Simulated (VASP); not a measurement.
A run of VASP 6.6.1 is set up as follows.

INCAR

```
  PREC = Accurate
  ENCUT = 400
  EDIFF = 1E-8
  ISMEAR = -1
  SIGMA = 0.05
  LREAL = False
  LASPH = True
  NELM = 120
  ALGO = Normal
  ISIF = 2
  LWAVE = False
  LCHARG = False
  GGA = PS
  LEFG = True
  NBANDS = 14
  GGA_COMPAT = False
```

The input KPOINTS:

```
Automatic mesh
0
Gamma
  18 18 18
```

The input POSCAR:

```
Rh
1.0
    0.0000000000      1.9029860865      1.9029860865
    1.9029860865      0.0000000000      1.9029860865
    1.9029860865      1.9029860865      0.0000000000
Rh
1
Direct
    0.0000000000      0.0000000000      0.0000000000
```

Potentials or basis: VASP PAW PBE potentials, release 64 (Rh_pv).

Launch:

```sh
$ cat potpaw_PBE.64/Rh_pv/POTCAR > POTCAR
$ mpirun -np 1 vasp_std > vasp.out
```

Question: What does it give for the pressure?

Answer: -7.0 GPa.

Question: What does it give for the band gap on the k mesh?

Answer: Zero (an odd number of electrons rules out a gap without spin polarisation).

Caveat: the cell stands under tension; the PAW data sets were made with another functional, which shifts forces and pressure a little.
